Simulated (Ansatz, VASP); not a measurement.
**O in VASP and in Ansatz**

INCAR

```
PREC = Accurate
ENCUT = 520
EDIFF = 1E-8
ISMEAR = -1
SIGMA = 0.01
LREAL = False
LASPH = True
NELM = 60
ALGO = Normal
ISIF = 2
LWAVE = False
LCHARG = False
GGA = PE
LEFG = True
NBANDS = 13
```

Contents of KPOINTS:

```
regular mesh
0
Gamma
  11 11 8
```

Contents of POSCAR:

```
O
1.0
    2.6833685812     -1.7029929419      0.0000000000
    2.6833685812      1.7029929419      0.0000000000
   -1.9518017503      0.0000000000      3.7228349468
O
2
Direct
    0.0640000000      0.0640000000      0.1530000000
    0.9360000000      0.9360000000      0.8470000000
```

Input for Ansatz:

```yaml
crystal:
  lattice:
    - [2.6833685812, -1.7029929419, 0.0]
    - [2.6833685812, 1.7029929419, 0.0]
    - [-1.9518017503, 0.0, 3.7228349468]
  atoms:
    - { symbol: O, position: [0.064, 0.064, 0.153] }
    - { symbol: O, position: [0.936, 0.936, 0.847] }
kpoints:
  mp_grid: { grid: [11, 11, 8] }
scf:
  occupations: { method: fermi_dirac, width: 0.01 }
hamiltonian:
  xc: pbe
  pseudopotentials: { kind: paw }
output:
  forces: true
  stress: true
  eigenvalues: true
  efg: { contact_densities: true }
```

Change from the starting cell: volume scaled by 0.98, PAW files.

Alike in both runs: task electric field gradients; functional PBE; k mesh 11 × 11 × 8; occupations fermi-dirac, width 0.01 eV; no spin polarisation.

|  | VASP | Ansatz |
| --- | --- | --- |
| version | VASP 6.6.1 | Ansatz 0.2.0 |
| potentials or method | VASP PAW PBE potentials, release 64 (O) | PAW with Ansatz's default frozen-core files, scalar-relativistic |
| plane-wave cutoff (eV) | 520 | 420 |
| valence electrons in the cell | 12 | 12 |

|  | VASP | Ansatz | Ansatz less VASP |
| --- | --- | --- | --- |
| pressure (GPa) | 13.0 | 9.0 | -4.00 |
| traceless stress, the component that is largest in VASP (GPa) | 35.09 | 26.59 | -8.504 |
| rms of the force components (eV/Å) | 5.204 | 3.805 | -1.3986 |
| size of Vzz on the site where it differs most (V/Å²) | 111.6 | 111.2 | -0.42 |

Atom by atom the forces differ by 1.399 eV/Å (rms over components).

Noted on VASP's run: the standard files for N, O and F lose accuracy on very short bonds; spin is off for a triplet molecule.
